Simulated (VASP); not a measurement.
# TiTe2 (P-3m1) in VASP: notebook

The runs below take TiTe2 through relaxation of cell and atoms, with LDA.

Program: VASP 6.6.1. These are calculated values, not measurements. Logs are shortened: lines on timing, memory, paths and dates and some standing lists are left out, and cuts for length are marked.

## Step 1: The cell of the first run

It takes space group P-3m1 (No. 164, trigonal). The conventional cell has a = 3.557 Å, b = 3.557 Å, c = 6.100 Å, α = 90.00°, β = 90.00°, γ = 120.00°. Within 3.6 Å of Ti (site symmetry -3m) lie 6 Te at 2.68 Å and 6 Ti at 3.56 Å. Within 3.6 Å of Te (site symmetry 3m) lie 3 Ti at 2.68 Å and 9 Te at 3.37 to 3.56 Å.

## Step 2: Relaxation of cell and atoms, LDA, target pressure 8 GPa, at which the enthalpy is minimised

The input, INCAR:

```
SYSTEM = TiTe2
ALGO = Normal
EDIFF = 1E-6
EDIFFG = -0.002
ENCUT = 600
IBRION = 2
ISIF = 3
ISMEAR = 0
LASPH = .TRUE.
LCHARG = .FALSE.
LREAL = .FALSE.
LWAVE = .FALSE.
NELM = 100
NSW = 80
PREC = Accurate
PSTRESS = 80.0
SIGMA = 0.03
```

The input, KPOINTS:

```
k-points
0
G
  12 12 8
  0 0 0
```

The input, POSCAR:

```
TiTe2
1.0
    3.5574231568      0.0000000000      0.0000000000
   -1.7787115784      3.0808188258      0.0000000000
    0.0000000000      0.0000000000      6.1003315936
Ti Te
1 2
Direct
    0.0000000000      0.0000000000      0.0000000000
    0.3333333333      0.6666666667      0.2811036129
    0.6666666667      0.3333333333      0.7188963871
```

Potentials or basis: VASP PAW LDA potentials, release 64 (Ti_sv, Te).

On the command line:

```sh
$ cat potpaw_LDA.64/Ti_sv/POTCAR potpaw_LDA.64/Te/POTCAR > POTCAR
$ mpirun -np 1 vasp_std > vasp.out
```

OUTCAR:

```text
SYSTEM = TiTe2
   EDIFF = 1E-6
   EDIFFG = -0.002
   ENCUT = 600
   IBRION = 2
   ISIF = 3
   ISMEAR = 0
   LASPH = .TRUE.
   LREAL = .FALSE.
   NELM = 100
   NSW = 80
   PREC = Accurate
   PSTRESS = 80.0

 ion  position               nearest neighbor table
   1  0.000  0.000  0.000-   2 2.68   3 2.68   3 2.68   2 2.68   3 2.68   2 2.68
   2  0.333  0.667  0.281-   1 2.68   1 2.68   1 2.68   3 3.37   3 3.37   3 3.37
   3  0.667  0.333  0.719-   1 2.68   1 2.68   1 2.68   2 3.37   2 3.37   2 3.37

  LATTYP: Found a hexagonal cell.
 ALAT       =     3.5574231568
 C/A-ratio  =     1.7148175308

  Lattice vectors:

 A1 = (   3.5574231568,   0.0000000000,   0.0000000000)
 A2 = (  -1.7787115784,   3.0808188258,   0.0000000000)
 A3 = (   0.0000000000,   0.0000000000,   6.1003315936)

Analysis of symmetry for initial positions (statically):
=====================================================================
 Subroutine PRICEL returns:
 Original cell was already a primitive cell.

 Routine SETGRP: Setting up the symmetry group for a
 hexagonal supercell.

 Subroutine GETGRP returns: Found 12 space group operations
 (whereof 12 operations were pure point group operations)
 out of a pool of 24 trial point group operations.

The static configuration has the point symmetry D_3d.

Analysis of symmetry for dynamics (positions and initial velocities):
=====================================================================
 Subroutine PRICEL returns:
 Original cell was already a primitive cell.

 Routine SETGRP: Setting up the symmetry group for a
 hexagonal supercell.

 Subroutine GETGRP returns: Found 12 space group operations
 (whereof 12 operations were pure point group operations)
 out of a pool of 24 trial point group operations.

The dynamic configuration has the point symmetry D_3d.

 Subroutine INISYM returns: Found 12 space group operations
 (whereof 12 operations are pure point group operations),
 and found     1 'primitive' translations

----------------------------------------------------------------------------------------

                                     Primitive cell

  volume of cell :      66.8583

  direct lattice vectors                    reciprocal lattice vectors
     3.557423157  0.000000000  0.000000000     0.281102347  0.162294516  0.000000000
    -1.778711578  3.080818826  0.000000000     0.000000000  0.324589032  0.000000000
     0.000000000  0.000000000  6.100331594     0.000000000  0.000000000  0.163925515

  length of vectors
[... 100 lines left out ...]
   EFERMI_NEDOS =   21; number of points for ismear=-14 and -15
   IALGO  =     38    algorithm
   IMIX   =      4    mixing-type and parameters
     AMIX     =   0.40;   BMIX     =  1.00
     AMIX_MAG =   1.60;   BMIX_MAG =  1.00
  volume/ion in A,a.u.               =      22.29       150.39
  Fermi-wavevector in a.u.,A,eV,Ry     =   1.163483  2.198665 18.418121  1.353694
  Thomas-Fermi vector in A             =   2.300033
   LORBIT       =      0    0 simple, 1 ext, 2 COOP (PROOUT), +10 PAW based schemes
   GGA     = CA    functional components
   LHFCALC =     F    Hartree Fock is set to
   AEXX    =    0.0000 exact exchange contribution
   IVDW    =     0    specifies the selected vdW correction
   LEPSILON=     F    determine dielectric tensor
   LRPA    =     F    only Hartree local field effects (RPA)
 conjugate gradient relaxation of ions
 non-spin polarized calculation
 Gauss-broadening in eV      SIGMA  =   0.03
  energy-cutoff  :      600.00
  volume of cell :       66.86
 maximum number of plane-waves:      2259
   NGX = 15   NGY = 15   NGZ = 25

--------------------------------------- Ionic step        1  -------------------------------------------

 number of electron      23.9999998 magnetization

 Free energy of the ion-electron system (eV)
  ---------------------------------------------------
  ext. energy  EPLUGINS =         0.00000000
  ---------------------------------------------------
  free energy    TOTEN  =       -18.22905068 eV

  energy without entropy =      -18.22864240  energy(sigma->0) =      -18.22884654

------------------------ aborting loop because EDIFF is reached ----------------------------------------

  FORCE on cell =-STRESS in cart. coord.  units (eV):
  Direction    XX          YY          ZZ          XY          YZ          ZX
  --------------------------------------------------------------------------------------
  -------------------------------------------------------------------------------------
  Total        2.5337613      2.5337613      2.5443435      0.0000000     -0.0000000      0.0000000
  in kB       60.7185153     60.7185153     60.9721050      0.0000000     -0.0000000      0.0000000
  external PRESSURE =     -19.1969548 kB  Pullay stress =      80.0000000 kB
[... 100 lines left out ...]
  energy  without entropy=      -18.1772899867  energy(sigma->0) =      -18.17749563

  enthalpy is  TOTEN    =       -14.8976632852 eV   P V=        3.2800379787

[... ionic steps 4 to 8 ...]

--------------------------------------- Ionic step        9  -------------------------------------------

 number of electron      24.0000001 magnetization

------------------------ aborting loop because EDIFF is reached ----------------------------------------
[... 73 lines left out ...]
--------------------------------------- Ionic step       11  -------------------------------------------

 number of electron      24.0000001 magnetization

 Free energy of the ion-electron system (eV)
  ---------------------------------------------------
  ext. energy  EPLUGINS =         0.00000000
  ---------------------------------------------------
  free energy    TOTEN  =       -18.16140603 eV

  energy without entropy =      -18.16095992  energy(sigma->0) =      -18.16118297

 E-fermi :   9.4373     XC(G=0): -11.0852

 val. band max:        9.4323012244   @ k =   0.0000   0.1667   0.2500
 cond. band min:       9.4582665811   @ k =   0.3333   0.0000   0.5000
 fundamental gap:      0.0259653568
 Fermi energy:         9.4372578289

 k-point     1 :       0.0000    0.0000    0.0000
  band No.  band energies     occupation
      1     -46.8829      2.00000
      2     -23.5665      2.00000
      3     -23.5499      2.00000
      4     -23.5499      2.00000
      5      -4.3773      2.00000
      6      -1.9818      2.00000
[... 433 lines left out ...]
      3     -23.5601      2.00000
      4     -23.5555      2.00000
      5      -3.9306      2.00000
      6      -1.8886      2.00000
[... 8 lines left out ...]
     15      11.2770      0.00000
     16      12.6384      0.00000

 [... further k-points ...]
[... 5 lines left out ...]
  --------------------------------------------------------------------------------------
  -------------------------------------------------------------------------------------
  Total        3.2643531      3.2643531      3.2608627      0.0000000      0.0000000      0.0000000
  in kB       80.0813404     80.0813404     79.9957125      0.0000000      0.0000000      0.0000000
  external PRESSURE =       0.0527978 kB  Pullay stress =      80.0000000 kB
[... 22 lines left out ...]
  energy  without entropy=      -18.1609599195  energy(sigma->0) =      -18.16118297

  enthalpy is  TOTEN    =       -14.9003685813 eV   P V=        3.2610374471

 reached required accuracy - stopping structural energy minimisation
```

OSZICAR:

```text
N       E                     dE             d eps       ncg     rms          rms(c)
DAV:   1     0.192674407176E+03    0.19267E+03   -0.12136E+04  4192   0.159E+03
DAV:   2    -0.813628274048E+00   -0.19349E+03   -0.19195E+03  4424   0.373E+02
DAV:   3    -0.193034079108E+02   -0.18490E+02   -0.17824E+02  7120   0.967E+01
DAV:   4    -0.197637153855E+02   -0.46031E+00   -0.45993E+00  4784   0.164E+01
[... 90 lines left out ...]
       N       E                     dE             d eps       ncg     rms          rms(c)
DAV:   1    -0.181614100972E+02    0.45001E-03   -0.15698E-04  4384   0.162E-01    0.190E-02
DAV:   2    -0.181614079253E+02    0.21720E-05   -0.44480E-05  4896   0.650E-02    0.813E-03
DAV:   3    -0.181614064098E+02    0.15154E-05   -0.22072E-05  5304   0.283E-02    0.585E-03
DAV:   4    -0.181614060284E+02    0.38138E-06   -0.32515E-06  3296   0.159E-02
  11 F= -.14900369E+02 E0= -.14900146E+02  d E =-.168683E-04
```

CONTCAR:

```text
TiTe2
   1.00000000000000
     3.5285730875355945    0.0000000000000000    0.0000000000000000
    -1.7642865437677973    3.0558339329161668   -0.0000000000000000
     0.0000000000000000    0.0000000000000000    6.0568597127308559
  Ti              Te
     1     2
Direct
     0.0000000000000000    0.0000000000000000    0.0000000000000000
     0.3333333332999970    0.6666666667000030    0.2837745344820891
     0.6666666667000030    0.3333333332999970    0.7162254655179110

  0.00000000E+00  0.00000000E+00  0.00000000E+00
  0.00000000E+00  0.00000000E+00  0.00000000E+00
  0.00000000E+00  0.00000000E+00  0.00000000E+00
```

Run time: 7.8 min. Hardware: 1 thread of Intel Xeon Platinum 8488C (Sapphire Rapids), shared host; peak memory 0.32 GiB.

What came out:

```yaml
Free_energy: -18.1614 eV
Relaxed_volume: 21.77 Å³/atom
Relaxed_cell: a = 3.529 Å, b = 3.529 Å, c = 6.057 Å, α = 90.00°, β = 90.00°, γ = 120.00°
Space_group_after_relaxing_to_0.1_Å: P-3m1 (No. 164)
Energy_change_on_relaxing_the_run_minimises_the_enthalpy: +22.5 meV/atom
Ionic_steps: 11
Pressure_after_relaxing: 8.0 GPa
Band_gap_on_the_k_mesh: zero (bands 12 and 13 overlap by 0.92 eV)
```

Step by step:
```tsv
step	energy change (eV)	largest force (eV/Å)	pressure (GPa)	volume (Å³)
1	0.0000	0.0346	6.08	66.86
2	0.1304	0.3504	10.46	64.31
3	0.0513	0.1742	8.03	65.69
4	0.0584	0.0837	7.99	65.51
5	0.0652	0.0108	7.97	65.36
6	0.0656	0.0062	7.96	65.35
7	0.0685	0.0068	8.06	65.29
8	0.0693	0.0070	8.09	65.28
9	0.0650	0.0123	7.92	65.36
10	0.0672	0.0022	7.98	65.32
11	0.0676	0.0001	8.01	65.31
```

Final structure:
```
Ti Te
1.0
     3.52857    0.00000    0.00000
    -1.76429    3.05583    0.00000
     0.00000    0.00000    6.05686
Ti Te
1 2
Direct
  0.00000 0.00000 0.00000
  0.33333 0.66667 0.28377
  0.66667 0.33333 0.71623
```

Levels at points of the mesh, in eV from the Fermi level:
```
           k point  band 10  band 11  band 12  band 13  band 14  band 15
(0.00, 0.00, 0.00)     0.05     0.54     0.54     1.32     1.78     1.78
(0.50, 0.00, 0.00)    -2.81    -1.72    -1.37    -0.14     1.60     1.96
(0.00, 0.00, 0.50)    -1.43     0.51     0.51     1.03     1.03     1.44
(0.50, 0.00, 0.50)    -2.36    -0.68    -0.67    -0.13     1.60     2.02
```

Caveat: the cell is relaxed towards a set pressure, so the run minimises the enthalpy, not the energy; spin-orbit coupling is left out, which moves the levels of the heavy elements.

## Step 3: Relaxation of cell and atoms, LDA, target pressure 6 GPa, at which the enthalpy is minimised

This run uses another cell than the first one, of 22.89 Å³/atom.

The input, INCAR:

```
PREC = Accurate ; ENCUT = 600
EDIFF = 1E-7 ; ISMEAR = 0
SIGMA = 0.03 ; LREAL = F
LASPH = T ; NELM = 100
ALGO = Normal ; ISIF = 3
LWAVE = F ; LCHARG = F
GGA = CA ; IBRION = 2
NSW = 80 ; EDIFFG = -0.002
PSTRESS = 60.0
```

The input, KPOINTS:

```
regular mesh
0
Gamma
  12 12 8
```

The input, POSCAR:

```
TiTe2
1.0
    3.5889765667      0.0000000000      0.0000000000
   -1.7944882834      3.1081448804      0.0000000000
    0.0000000000      0.0000000000      6.1566702020
Ti Te
1 2
Direct
    0.0000000000      0.0000000000      0.0000000000
    0.3333333333      0.6666666667      0.2782752710
    0.6666666667      0.3333333333      0.7217247290
```

Potentials or basis: VASP PAW LDA potentials, release 64 (Ti_sv, Te).

On the command line:

```sh
$ cat potpaw_LDA.64/Ti_sv/POTCAR potpaw_LDA.64/Te/POTCAR > POTCAR
$ mpirun -np 1 vasp_std > vasp.out
```

Wall time 13 min (1 thread of Intel Xeon Platinum 8488C (Sapphire Rapids), shared host); peak memory 0.33 GiB.

It converged, with:

- Free energy: -18.2306 eV
- Relaxed volume: 22.30 Å³/atom
- Relaxed cell: a = 3.558 Å, b = 3.558 Å, c = 6.100 Å, α = 90.00°, β = 90.00°, γ = 120.00°
- Space group after relaxing (to 0.1 Å): P-3m1 (No. 164)
- Energy change on relaxing (the run minimises the enthalpy): +18.5 meV/atom
- Ionic steps: 10
- Pressure after relaxing: 6.0 GPa
- Band gap on the k mesh: zero (bands 12 and 13 overlap by 0.90 eV)

Step by step:
| step | energy change (eV) | largest force (eV/Å) | pressure (GPa) | volume (Å³) |
| --- | --- | --- | --- | --- |
| 1 | 0.0000 | 0.0348 | 4.13 | 68.68 |
| 2 | 0.0985 | 0.3568 | 8.10 | 66.05 |
| 3 | 0.0416 | 0.1922 | 6.03 | 67.36 |
| 4 | 0.0477 | 0.0994 | 6.02 | 67.13 |
| 5 | 0.0554 | 0.0092 | 6.01 | 66.90 |
| 6 | 0.0551 | 0.0128 | 6.01 | 66.91 |
| 7 | 0.0549 | 0.0034 | 5.98 | 66.91 |
| 8 | 0.0548 | 0.0033 | 5.96 | 66.91 |
| 9 | 0.0571 | 0.0068 | 6.07 | 66.85 |
| 10 | 0.0556 | 0.0000 | 6.00 | 66.89 |

Final structure:
```cif
data_structure
_symmetry_space_group_name_H-M 'P 1'
_symmetry_Int_Tables_number 1
_cell_length_a 3.5583
_cell_length_b 3.5583
_cell_length_c 6.1001
_cell_angle_alpha 90.000
_cell_angle_beta 90.000
_cell_angle_gamma 120.000
_cell_volume 66.89
loop_
_atom_site_label
_atom_site_type_symbol
_atom_site_fract_x
_atom_site_fract_y
_atom_site_fract_z
_atom_site_occupancy
Ti1 Ti 0.00000 0.00000 0.00000 1
Te1 Te 0.33333 0.66667 0.28148 1
Te2 Te 0.66667 0.33333 0.71852 1
```

Levels at points of the mesh, in eV from the Fermi level:
| k point | band 8 | band 9 | band 10 | band 11 | band 12 | band 13 | band 14 | band 15 | band 16 |
| --- | --- | --- | --- | --- | --- | --- | --- | --- | --- |
| (0.00, 0.00, 0.00) | -1.60 | -1.60 | 0.10 | 0.52 | 0.52 | 1.23 | 1.69 | 1.69 | 3.31 |
| (0.50, 0.00, 0.00) | -4.38 | -3.23 | -2.76 | -1.72 | -1.33 | -0.11 | 1.54 | 1.91 | 2.66 |
| (0.00, 0.00, 0.50) | -3.34 | -1.45 | -1.45 | 0.50 | 0.50 | 1.00 | 1.00 | 1.38 | 4.20 |
| (0.50, 0.00, 0.50) | -5.68 | -2.87 | -2.31 | -0.70 | -0.62 | -0.19 | 1.53 | 1.95 | 2.68 |

Caveat: the cell is relaxed towards a set pressure, so the run minimises the enthalpy, not the energy; spin-orbit coupling is left out, which moves the levels of the heavy elements.
